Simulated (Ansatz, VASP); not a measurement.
## Two plane-wave programs on TiC

```
Ti C
1.0
     0.00000    2.14669    2.14669
     2.14669    0.00000    2.14669
     2.14669    2.14669    0.00000
Ti C
1 1
Direct
  0.00000 0.00000 0.00000
  0.50000 0.50000 0.50000
```

Alike in both runs: functional PBEsol; k mesh 16 × 16 × 16; occupations gaussian, width 0.1 eV; no spin polarisation.

Ansatz relaxed the structure, and its values are those at the end. VASP's run is a single point on that final structure, the one shown.

```csv
,VASP,Ansatz
version,VASP 6.6.1,Ansatz 0.2.0
potentials or method,"VASP PAW PBE potentials, release 64 (Ti_sv, C), cutoff 520 eV","scalar-relativistic, plane waves, PAW"
valence electrons in the cell,16,16
```

```csv
,VASP,Ansatz,Ansatz less VASP
gap on the k mesh at the Fermi level (eV),none,none,-
pressure (GPa),0.2,0.0,-0.26
```

VASP's potentials were made for PBE, not for PBEsol. A gap of «none» marks a metal or a gap that the smearing closes. With one functional, cell and mesh, what is left measures potentials, basis and numerics.
